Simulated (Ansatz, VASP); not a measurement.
**One calculation of Ge, two programs**

Contents of INCAR:

```
SYSTEM = Ge
ALGO = Normal ; EDIFF = 1E-7
ENCUT = 520 ; GGA = PE
ISIF = 2 ; ISMEAR = 0
LASPH = .True. ; LCHARG = .False.
LREAL = .False. ; LWAVE = .False.
NBANDS = 21 ; NELM = 60
PREC = Accurate ; SIGMA = 0.15
```

Contents of KPOINTS:

```
k-points
0
Gamma
  14 14 14
  0 0 0
```

The input POSCAR:

```
Ge
1.0
    0.0000000000      2.9914199286      2.9914199286
    2.9914199286      0.0000000000      2.9914199286
    2.9914199286      2.9914199286      0.0000000000
Ge
2
Direct
    0.5000000000      0.5000000000      0.5000000000
    0.7500000000      0.7500000000      0.7500000000
```

Input for Ansatz:

```yaml
crystal:
  lattice:
    - [0.0, 2.9914199286, 2.9914199286]
    - [2.9914199286, 0.0, 2.9914199286]
    - [2.9914199286, 2.9914199286, 0.0]
  atoms:
    - { symbol: Ge, position: [0.5, 0.5, 0.5] }
    - { symbol: Ge, position: [0.75, 0.75, 0.75] }
basis:
  ecutwfc: 420
kpoints:
  mp_grid: { grid: [14, 14, 14] }
hamiltonian:
  xc: pbe
scf:
  occupations: { method: gaussian, width: 0.15 }
output:
  forces: true
  stress: true
  eigenvalues: true
```

Alike in both runs: task single point; functional PBE; k mesh 14 × 14 × 14; occupations gaussian, width 0.15 eV; no spin polarisation.

```csv
,VASP,Ansatz
version,VASP 6.6.1,Ansatz 0.2.0
potentials or method,"VASP PAW PBE potentials, release 64 (Ge_d), cutoff 520 eV","scalar-relativistic, plane waves, PAW"
valence electrons in the cell,28,28
```

|  | VASP | Ansatz | Ansatz less VASP |
| --- | --- | --- | --- |
| gap on the k mesh at the Fermi level (eV) | none | none | - |
| pressure (GPa) | -5.1 | -5.0 | +0.06 |

A gap of «none» marks a metal or a gap that the smearing closes. The functional is the same, so the differences come from potentials, cutoffs and numerics.
